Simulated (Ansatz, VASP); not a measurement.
**Two plane-wave programs on ZnCu**

The input INCAR:

```
SYSTEM = ZnCu
ALGO = Fast ; EDIFF = 1E-6
ENCUT = 520 ; GGA = PE
ISIF = 2 ; ISMEAR = 0
LASPH = .TRUE. ; LCHARG = .FALSE.
LREAL = .FALSE. ; LWAVE = .FALSE.
NBANDS = 18 ; NELM = 60
PREC = Accurate ; SIGMA = 0.15
```

KPOINTS

```
k-points
0
G
  16 16 16
  0 0 0
```

POSCAR

```
ZnCu
1.0
    2.9450000000      0.0000000000      0.0000000000
    0.0000000000      2.9450000000      0.0000000000
    0.0000000000      0.0000000000      2.9450000000
Zn Cu
1 1
Direct
    0.4926483412      0.4926483412      0.4926483412
    0.0000000000      0.0000000000      0.0000000000
```

Input for Ansatz:

```yaml
crystal:
  lattice:
    - [2.945, 0.0, 0.0]
    - [0.0, 2.945, 0.0]
    - [0.0, 0.0, 2.945]
  atoms:
    - { symbol: Zn, position: [0.4926483412, 0.4926483412, 0.4926483412] }
    - { symbol: Cu, position: [0.0, 0.0, 0.0] }
basis:
  ecutwfc: 420
kpoints:
  mp_grid: { grid: [16, 16, 16] }
hamiltonian:
  xc: pbe
scf:
  occupations: { method: gaussian, width: 0.15 }
output:
  forces: true
  stress: true
  eigenvalues: true
```

Change from the starting cell: all Zn atoms moved +0.037 Å, as atom 1 towards its neighbour atom 2 (Cu) at 2.550 Å.

Alike in both runs: task single point; functional PBE; k mesh 16 × 16 × 16; occupations gaussian, width 0.15 eV; no spin polarisation.

```csv
,VASP,Ansatz
version,VASP 6.6.1,Ansatz 0.2.0
potentials or method,"VASP PAW PBE potentials, release 64 (Zn, Cu), cutoff 520 eV","scalar-relativistic, plane waves, PAW"
valence electrons in the cell,23,31
```

Ansatz gave:

- gap on the k mesh at the Fermi level (eV): none
- pressure (GPa): 2.4
- traceless stress, the component that is largest in VASP (GPa): 0.05
- rms of the force components (eV/Å): 0.104

Question: Estimate VASP's values.

Answer: gap on the k mesh at the Fermi level (eV): none; pressure (GPa): 3.3; traceless stress, the component that is largest in VASP (GPa): 0.06; rms of the force components (eV/Å): 0.106.

Atom by atom the forces differ by 0.002 eV/Å (rms over components). A gap of «none» marks a metal or a gap that the smearing closes. VASP's potentials hold 23 valence electrons a cell and Ansatz's 31, so a difference there can come from the potentials and not from the codes.
